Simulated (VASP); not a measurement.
# Mg5ZnO6 (P-3m1) in VASP: a series of runs

Mg5ZnO6 is run at these levels: PBE; tasks: single point.

All numbers are computed with VASP 6.6.1; they aren't measurements. Logs are shortened: lines on timing, memory, paths and dates and some standing lists are left out, and cuts for length are marked.

## (1) The cell of the first run

Symmetry: P-3m1, No. 164, trigonal system. Conventional cell: a = 3.019 Å, b = 3.019 Å, c = 14.767 Å, α = 90.00°, β = 90.00°, γ = 120.00°. Within 2.8 Å of Mg (site symmetry 3m) lie 6 O at 2.11 to 2.13 Å. Mg (site symmetry 3m) has 6 O at 2.13 Å within 2.8 Å. Mg (site symmetry -3m) has 6 O at 2.13 Å within 2.8 Å. Within 2.9 Å of Zn (site symmetry -3m) lie 6 O at 2.16 Å. Within 2.8 Å of O (site symmetry 3m) lie 3 Mg at 2.11 Å and 3 Zn at 2.16 Å. Within 2.8 Å of O (site symmetry 3m) lie 6 Mg at 2.13 Å. Within 2.8 Å of O (site symmetry 3m) lie 6 Mg at 2.13 Å.

## (2) Single point, PBE

INCAR reads:

```
SYSTEM = Mg5ZnO6
PREC = Accurate
ENCUT = 520
EDIFF = 1E-6
ISMEAR = 0
SIGMA = 0.1
LREAL = .False.
LASPH = .True.
NELM = 60
ALGO = Normal
ISIF = 2
LWAVE = .False.
LCHARG = .True.
GGA = PE
LELF = .True.
LVHAR = .True.
NBANDS = 41
```

KPOINTS reads:

```
Automatic mesh
0
Gamma
  6 6 1
  0 0 0
```

POSCAR reads:

```
Mg5ZnO6
1.0
    3.0187913742      0.0000000026      0.0000000000
   -1.5093956894      2.6143500175      0.0000000000
    0.0000000000      0.0000000000     14.7673278216
Mg Zn O
5 1 6
Direct
    0.3333333333      0.6666666667      0.8323042667
    0.6666666667      0.3333333333      0.1676957333
    0.3333333333      0.6666666667      0.3338966698
    0.0000000000      0.0000000000      0.5000000000
    0.6666666667      0.3333333333      0.6661033302
    0.0000000000      0.0000000000      0.0000000000
    0.6666666667      0.3333333333      0.9133950012
    0.3333333333      0.6666666667      0.0866049988
    0.0000000000      0.0000000000      0.2508633090
    0.6666666667      0.3333333333      0.4169515992
    0.3333333333      0.6666666667      0.5830484008
    0.0000000000      0.0000000000      0.7491366910
```

Potentials or basis: VASP PAW PBE potentials, release 64 (Mg, Zn, O).

Run with:

```console
$ cat potpaw_PBE.64/Mg/POTCAR potpaw_PBE.64/Zn/POTCAR potpaw_PBE.64/O/POTCAR > POTCAR
$ mpirun -np 1 vasp_std > vasp.out
```

OUTCAR:

```text
SYSTEM = Mg5ZnO6
   PREC = Accurate
   ENCUT = 520
   EDIFF = 1E-6
   ISMEAR = 0
   LREAL = .False.
   LASPH = .True.
   NELM = 60
   ISIF = 2
   GGA = PE

 ion  position               nearest neighbor table
   1  0.333  0.667  0.832-   7 2.11   7 2.11   7 2.11  12 2.13  12 2.13  12 2.13   5 3.01   5 3.01
                             5 3.01   6 3.03   6 3.03   6 3.03
   2  0.667  0.333  0.168-   8 2.11   8 2.11   8 2.11   9 2.13   9 2.13   9 2.13   3 3.01   3 3.01
                             3 3.01   6 3.03   6 3.03   6 3.03
   3  0.333  0.667  0.334-   9 2.13   9 2.13   9 2.13  10 2.13  10 2.13  10 2.13   4 3.01   4 3.01
                             4 3.01   2 3.01   2 3.01   2 3.01
   4  0.000  0.000  0.500-  10 2.13  11 2.13  10 2.13  11 2.13  10 2.13  11 2.13   3 3.01   5 3.01
                             3 3.01   5 3.01   5 3.01   3 3.01
   5  0.667  0.333  0.666-  12 2.13  12 2.13  12 2.13  11 2.13  11 2.13  11 2.13   4 3.01   4 3.01
                             4 3.01   1 3.01   1 3.01   1 3.01
   6  0.000  0.000  0.000-   7 2.16   8 2.16   7 2.16   8 2.16   7 2.16   8 2.16   1 3.03   2 3.03
                             1 3.03   2 3.03   2 3.03   1 3.03
   7  0.667  0.333  0.913-   1 2.11   1 2.11   1 2.11   6 2.16   6 2.16   6 2.16
   8  0.333  0.667  0.087-   2 2.11   2 2.11   2 2.11   6 2.16   6 2.16   6 2.16
   9  0.000  0.000  0.251-   3 2.13   3 2.13   3 2.13   2 2.13   2 2.13   2 2.13
  10  0.667  0.333  0.417-   4 2.13   4 2.13   4 2.13   3 2.13   3 2.13   3 2.13
  11  0.333  0.667  0.583-   4 2.13   4 2.13   4 2.13   5 2.13   5 2.13   5 2.13
  12  0.000  0.000  0.749-   5 2.13   5 2.13   5 2.13   1 2.13   1 2.13   1 2.13

  LATTYP: Found a hexagonal cell.
 ALAT       =     3.0187913742
 C/A-ratio  =     4.8918013838

  Lattice vectors:

 A1 = (   3.0187913742,   0.0000000026,   0.0000000000)
 A2 = (  -1.5093956894,   2.6143500175,   0.0000000000)
 A3 = (   0.0000000000,   0.0000000000,  14.7673278216)

Analysis of symmetry for initial positions (statically):
=====================================================================
 Subroutine PRICEL returns:
 Original cell was already a primitive cell.

 Routine SETGRP: Setting up the symmetry group for a
 hexagonal supercell.

 Subroutine GETGRP returns: Found 12 space group operations
 (whereof 12 operations were pure point group operations)
 out of a pool of 24 trial point group operations.

The static configuration has the point symmetry D_3d.

Analysis of symmetry for dynamics (positions and initial velocities):
=====================================================================
 Subroutine PRICEL returns:
 Original cell was already a primitive cell.

 Routine SETGRP: Setting up the symmetry group for a
 hexagonal supercell.

 Subroutine GETGRP returns: Found 12 space group operations
 (whereof 12 operations were pure point group operations)
 out of a pool of 24 trial point group operations.

The dynamic configuration has the point symmetry D_3d.

 Subroutine INISYM returns: Found 12 space group operations
 (whereof 12 operations are pure point group operations),
 and found     1 'primitive' translations

----------------------------------------------------------------------------------------

                                     Primitive cell

  volume of cell :     116.5464

  direct lattice vectors                    reciprocal lattice vectors
     3.018791374  0.000000003  0.000000000     0.331258400  0.191252127  0.000000000
    -1.509395689  2.614350018  0.000000000    -0.000000000  0.382504253  0.000000000
     0.000000000  0.000000000 14.767327822     0.000000000  0.000000000  0.067717058

  length of vectors
     3.018791374  3.018791374 14.767327822     0.382504253  0.382504253  0.067717058

  position of ions in fractional coordinates (direct lattice)
     0.333333333  0.666666667  0.832304267
     0.666666667  0.333333333  0.167695733
     0.333333333  0.666666667  0.333896670
     0.000000000  0.000000000  0.500000000
     0.666666667  0.333333333  0.666103330
     0.000000000  0.000000000  0.000000000
     0.666666667  0.333333333  0.913395001
     0.333333333  0.666666667  0.086604999
     0.000000000  0.000000000  0.250863309
     0.666666667  0.333333333  0.416951599
     0.333333333  0.666666667  0.583048401
     0.000000000  0.000000000  0.749136691

  ion indices of the primitive-cell ions
   primitive index   ion index
                 1           1
                 2           2
                 3           3
                 4           4
                 5           5
                 6           6
                 7           7
                 8           8
                 9           9
                10          10
                11          11
                12          12

----------------------------------------------------------------------------------------

 KPOINTS: Automatic mesh

Automatic generation of k-mesh.
 Grid dimensions read from file:
 generate k-points for:    6    6    1

 Generating k-lattice:

  Cartesian coordinates                     Fractional coordinates (reciprocal lattice)
     0.055209733  0.031875354  0.000000000     0.166666667 -0.000000000  0.000000000
    -0.000000000  0.063750709  0.000000000    -0.000000000  0.166666667  0.000000000
     0.000000000  0.000000000  0.067717058     0.000000000  0.000000000  1.000000000

  Length of vectors
     0.063750709  0.063750709  0.067717058

  Shift w.r.t. Gamma in fractional coordinates (k-lattice)
     0.000000000  0.000000000  0.000000000

 Subroutine IBZKPT returns following result:
 ===========================================

 Found      7 irreducible k-points:

 Following reciprocal coordinates:
            Coordinates               Weight
  0.000000  0.000000  0.000000      1.000000
  0.166667 -0.000000  0.000000      6.000000
  0.333333 -0.000000  0.000000      6.000000
  0.500000 -0.000000  0.000000      3.000000
  0.166667  0.166667  0.000000      6.000000
  0.333333  0.166667  0.000000     12.000000
  0.333333  0.333333  0.000000      2.000000
   k-points           NKPTS =      7   k-points in BZ     NKDIM =      7   number of bands    NBANDS=     41
   number of dos      NEDOS =    301   number of ions     NIONS =     12
   total plane-waves  NPLWV =  64512
   dimension x,y,z NGX =    24 NGY =   24 NGZ =  112
   dimension x,y,z NGXF=    48 NGYF=   48 NGZF=  224
   ions per type =               5   1   6
   NGX,Y,Z   is equivalent  to a cutoff of  13.22, 13.22, 12.61 a.u.
   NGXF,Y,Z  is equivalent  to a cutoff of  26.43, 26.43, 25.22 a.u.
 SYSTEM =  Mg5ZnO6
   PREC   = accura    normal or accurate (medium, high low for compatibility)
   ISTART =      0    job   : 0-new  1-cont  2-samecut
   ICHARG =      2    charge: 1-file 2-atom 10-const
   ISPIN  =      1    spin polarized calculation?
   LNONCOLLINEAR =      F non collinear calculations
   LSORBIT =      F    spin-orbit coupling
   LASPH  =      T    aspherical Exc in radial PAW
   ENCUT  =  520.0 eV  38.22 Ry    6.18 a.u.   5.61  5.61 27.46*2*pi/ulx,y,z
   NELM   =     60;   NELMIN=  2; NELMDL= -5     # of ELM steps
   EDIFF  = 0.1E-05   stopping-criterion for ELM
   LREAL  =      F    real-space projection
   EDIFFG = 0.1E-04   stopping-criterion for IOM
   NSW    =      0    number of steps for IOM
   IBRION =     -1    ionic relax: 0-MD 1-quasi-New 2-CG
   NFREE  =      0    steps in history (QN), initial steepest desc. (CG)
   ISIF   =      2    stress and relaxation
   ISYM   =      2    0-nonsym 1-usesym 2-fastsym
   POTIM  = 0.5000    time-step for ionic-motion
   TEBEG  =    0.0;   TEEND  =   0.0 temperature during run
   PSTRESS=    0.0 pullay stress
   NELECT =      58.0000    total number of electrons
   NUPDOWN=      -1.0000    fix difference up-down
   EMIN   =  10.00;   EMAX   =-10.00  energy-range for DOS
   EFERMI =   0.00;   METHOD = LEGACY
   ISMEAR =     0;   SIGMA  =   0.10  broadening in eV -4-tet -1-fermi 0-gaus
   EFERMI_NEDOS =   21; number of points for ismear=-14 and -15
   IALGO  =     38    algorithm
   IMIX   =      4    mixing-type and parameters
     AMIX     =   0.40;   BMIX     =  1.00
     AMIX_MAG =   1.60;   BMIX_MAG =  1.00
  volume/ion in A,a.u.               =       9.71        65.54
  Fermi-wavevector in a.u.,A,eV,Ry     =   1.297332  2.451603 22.899574  1.683071
  Thomas-Fermi vector in A             =   2.428732
   LORBIT       =      0    0 simple, 1 ext, 2 COOP (PROOUT), +10 PAW based schemes
   GGA     = PE    functional components
   LHFCALC =     F    Hartree Fock is set to
   AEXX    =    0.0000 exact exchange contribution
   IVDW    =     0    specifies the selected vdW correction
   LEPSILON=     F    determine dielectric tensor
   LRPA    =     F    only Hartree local field effects (RPA)
 non-spin polarized calculation
 Gauss-broadening in eV      SIGMA  =   0.10
  energy-cutoff  :      520.00
  volume of cell :      116.55
 maximum number of plane-waves:      3199
 NGX is ok and might be reduce to    24
   NGX = 11   NGY = 11   NGZ = 55

 number of electron      58.0000020 magnetization

 Free energy of the ion-electron system (eV)
  ---------------------------------------------------
  ext. energy  EPLUGINS =         0.00000000
  ---------------------------------------------------
  free energy    TOTEN  =       -68.19301926 eV

  energy without entropy =      -68.19301926  energy(sigma->0) =      -68.19301926

 E-fermi :   3.5143     XC(G=0): -11.1379

 val. band max:        3.0136368126   @ k =   0.0000   0.0000   0.0000
 cond. band min:       6.2955131795   @ k =   0.0000   0.0000   0.0000
 fundamental gap:      3.2818763669
 Fermi energy:         3.5142506740

 k-point     1 :       0.0000    0.0000    0.0000
  band No.  band energies     occupation
      1     -14.5201      2.00000
      2     -14.1671      2.00000
      3     -14.1488      2.00000
      4     -13.6274      2.00000
      5     -13.5029      2.00000
      6     -13.1853      2.00000
[... 297 lines left out ...]
     40      14.5655      0.00000
     41      14.5911      0.00000

------------------------ aborting loop because EDIFF is reached ----------------------------------------

  FORCE on cell =-STRESS in cart. coord.  units (eV):
  Direction    XX          YY          ZZ          XY          YZ          ZX
  --------------------------------------------------------------------------------------
  -------------------------------------------------------------------------------------
  Total       -0.3381152     -0.3381152     -0.3153535      0.0000000      0.0000000     -0.0000000
  in kB       -4.6481118     -4.6481118     -4.3352039      0.0000000      0.0000000     -0.0000000
  external PRESSURE =      -4.5438092 kB  Pullay stress =       0.0000000 kB

 VOLUME and BASIS-vectors are now :
 -----------------------------------------------------------------------------
  energy-cutoff  :      520.00
  volume of cell :      116.55
      direct lattice vectors                 reciprocal lattice vectors
     3.018791374  0.000000003  0.000000000     0.331258400  0.191252127  0.000000000
    -1.509395689  2.614350018  0.000000000    -0.000000000  0.382504253  0.000000000
     0.000000000  0.000000000 14.767327822     0.000000000  0.000000000  0.067717058

 POSITION                                       TOTAL-FORCE (eV/Angst)
 -----------------------------------------------------------------------------------
     -0.00000      1.74290     12.29091         0.000000     -0.000000     -0.006282
      1.50940      0.87145      2.47642         0.000000     -0.000000      0.006282
     -0.00000      1.74290      4.93076        -0.000000     -0.000000     -0.001119
      0.00000      0.00000      7.38366         0.000000     -0.000000      0.000000
      1.50940      0.87145      9.83657         0.000000     -0.000000      0.001119
      0.00000      0.00000      0.00000         0.000000     -0.000000      0.000000
      1.50940      0.87145     13.48840        -0.000000      0.000000     -0.070230
     -0.00000      1.74290      1.27892         0.000000      0.000000      0.070230
      0.00000      0.00000      3.70458        -0.000000     -0.000000      0.000706
      1.50940      0.87145      6.15726        -0.000000      0.000000      0.000137
     -0.00000      1.74290      8.61007         0.000000     -0.000000     -0.000137
      0.00000      0.00000     11.06275         0.000000      0.000000     -0.000706
 -----------------------------------------------------------------------------------
    total drift:                                0.000000     -0.000000      0.000000

  FREE ENERGIE OF THE ION-ELECTRON SYSTEM (eV)
  ---------------------------------------------------
  free  energy   TOTEN  =       -68.1930192586 eV

  energy  without entropy=      -68.1930192586  energy(sigma->0) =      -68.19301926
```

Wall time 1.9 min (1 thread of Intel Xeon 8259CL, shared host); peak memory 0.24 GiB.

What came out:

```
Free energy            : -68.1930 eV
Pressure               : -0.5 GPa
Largest force          : 0.070 eV/Å
Band gap on the k mesh : 3.28 eV
```

Forces in eV/Å, atoms in the order of the input:
```
Mg   0.000  0.000 -0.006
Mg   0.000  0.000  0.006
Mg   0.000  0.000 -0.001
Mg   0.000  0.000  0.000
Mg   0.000  0.000  0.001
Zn   0.000  0.000  0.000
O    0.000  0.000 -0.070
O    0.000  0.000  0.070
O    0.000  0.000  0.001
O    0.000  0.000  0.000
O    0.000  0.000  0.000
O    0.000  0.000 -0.001
```

Levels at points of the mesh, in eV from the valence-band top:
```
           k point  band 25  band 26  band 27  band 28  band 29  band 30  band 31  band 32  band 33  band 34
(0.00, 0.00, 0.00)    -0.35    -0.31    -0.31     0.00     0.00     3.28     5.01     5.40     6.65     6.94
(0.50, 0.00, 0.00)    -1.30    -1.10    -0.97    -0.38    -0.29     6.62     6.94     8.10     8.58     9.00
```

Caveat: the k points lie up to 0.43 Å⁻¹ apart.

## (3) Single point, PBE

INCAR reads:

```
ALGO = Normal ; EDIFF = 1E-6
ENCUT = 520 ; GGA = PE
ISIF = 2 ; ISMEAR = 0
LASPH = T ; LCHARG = F
LREAL = F ; LWAVE = F
NBANDS = 41 ; NELM = 80
PREC = Accurate ; SIGMA = 0.1
```

KPOINTS reads:

```
k-points
0
Gamma
  6 6 1
```

POSCAR: that of step 2 with these lines changed.

```diff
@@ -2,4 +2,4 @@
 1.0
-    3.0187913742      0.0000000026      0.0000000000
-   -1.5093956894      2.6143500175      0.0000000000
+    3.0187913742      0.0000000000      0.0000000000
+   -1.5093956871      2.6143500188      0.0000000000
     0.0000000000      0.0000000000     14.7673278216
```

Potentials or basis: VASP PAW PBE potentials, release 64 (Mg, Zn, O).

Run with:

```console
$ cat potpaw_PBE.64/Mg/POTCAR potpaw_PBE.64/Zn/POTCAR potpaw_PBE.64/O/POTCAR > POTCAR
$ mpirun -np 1 vasp_std > vasp.out
```

Run time: 89 s. Hardware: 1 thread of Intel Xeon 8259CL, shared host; peak memory 0.25 GiB.

It converged, with:

```yaml
Free_energy: -68.1930 eV
Pressure: -0.5 GPa
Largest_force: 0.070 eV/Å
Band_gap_on_the_k_mesh: 3.28 eV
```

Forces on the atoms (eV/Å):
```
Mg   0.000  0.000 -0.006
Mg   0.000  0.000  0.006
Mg   0.000  0.000 -0.001
Mg   0.000  0.000  0.000
Mg   0.000  0.000  0.001
Zn   0.000  0.000  0.000
O    0.000  0.000 -0.070
O    0.000  0.000  0.070
O    0.000  0.000  0.001
O    0.000  0.000  0.000
O    0.000  0.000  0.000
O    0.000  0.000 -0.001
```

Levels at points of the mesh, in eV from the valence-band top:
```tsv
k point	band 26	band 27	band 28	band 29	band 30	band 31	band 32	band 33
(0.00, 0.00, 0.00)	-0.31	-0.31	0.00	0.00	3.28	5.01	5.40	6.65
(0.50, 0.00, 0.00)	-1.10	-0.97	-0.38	-0.29	6.62	6.94	8.10	8.58
```

Caveat: the k points lie up to 0.43 Å⁻¹ apart.
